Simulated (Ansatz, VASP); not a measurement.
Two plane-wave programs on Al

File INCAR:

```
SYSTEM = Al
PREC = Accurate ; ENCUT = 520
EDIFF = 1E-6 ; ISMEAR = 0
SIGMA = 0.15 ; LREAL = .FALSE.
LASPH = .TRUE. ; NELM = 80
ALGO = Fast ; ISIF = 2
LWAVE = .FALSE. ; LCHARG = .FALSE.
GGA = PS ; NBANDS = 8
```

KPOINTS

```
regular mesh
0
G
  20 20 20
  0 0 0
```

File POSCAR:

```
Al
1.0
   -1.5673504096      1.5673504096      1.5434821293
    1.5673504096     -1.5673504096      1.5434821293
    1.5673504096      1.5673504096     -1.5434821293
Al
1
Direct
    0.0000000000      0.0000000000      0.0000000000
```

Input for Ansatz:

```yaml
crystal:
  lattice:
    - [-1.5673504096, 1.5673504096, 1.5434821293]
    - [1.5673504096, -1.5673504096, 1.5434821293]
    - [1.5673504096, 1.5673504096, -1.5434821293]
  atoms:
    - { symbol: Al, position: [0.0, 0.0, 0.0] }
basis:
  ecutwfc: 420
kpoints:
  mp_grid: { grid: [20, 20, 20] }
hamiltonian:
  xc: pbesol
scf:
  occupations: { method: gaussian, width: 0.15 }
output:
  forces: true
  stress: true
  eigenvalues: true
```

Change from the starting cell: strain -0.015 along x and y, -0.030 along z, atoms carried along.

Alike in both runs: task single point; functional PBEsol; k mesh 20 × 20 × 20; occupations gaussian, width 0.15 eV; no spin polarisation.

```csv
,VASP,Ansatz
version,VASP 6.6.1,Ansatz 0.2.0
potentials or method,"VASP PAW PBE potentials, release 64 (Al), cutoff 520 eV","scalar-relativistic, plane waves, PAW"
valence electrons in the cell,3,3
```

VASP gave:

- gap on the k mesh at the Fermi level (eV): none
- pressure (GPa): 8.0
- traceless stress, the component that is largest in VASP (GPa): -0.68

Question: What did Ansatz give for the same quantities?

Answer: gap on the k mesh at the Fermi level (eV): none; pressure (GPa): 7.9; traceless stress, the component that is largest in VASP (GPa): -0.67.

VASP's potentials were made for PBE, not for PBEsol. A gap of «none» marks a metal or a gap that the smearing closes.
